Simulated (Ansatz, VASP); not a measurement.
**TiTe2: VASP beside Ansatz**

```
Ti Te
1.0
     3.69628    0.00000    0.00000
    -1.84814    3.20108    0.00000
     0.00000    0.00000    6.38283
Ti Te
1 2
Cartesian
  0.0000 0.0000 0.0000
  1.8481 1.0670 1.7309
  0.0000 2.1341 4.6519
```

Alike in both runs: task relaxation of cell and atoms; functional PBE; dispersion D3(BJ); k mesh 15 × 15 × 8; occupations fermi-dirac, width 0.15 eV; no spin polarisation.

|  | VASP | Ansatz |
| --- | --- | --- |
| version | VASP 6.6.1 | Ansatz 0.2.0 |
| potentials or method | VASP PAW PBE potentials, release 64 (Ti_sv, Te), cutoff 600 eV | scalar-relativistic, plane waves, PAW |
| valence electrons in the cell | 24 | 44 |

Ansatz gave:

```
gap on the k mesh at the Fermi level, each at its own relaxed structure (eV) : none
relaxed volume (Å³/atom)                                                     : 25.21
relaxed cell length with the largest relative difference (Å)                 : 6.390
```

Q: Estimate VASP's values.

A: gap on the k mesh at the Fermi level, each at its own relaxed structure (eV): none; relaxed volume (Å³/atom): 25.18; relaxed cell length with the largest relative difference (Å): 6.383.

A gap of «none» marks a metal or a gap that the smearing closes. VASP's potentials hold 24 valence electrons a cell and Ansatz's 44, so a difference there can come from the potentials and not from the codes.

Neither program's run includes spin-orbit coupling.
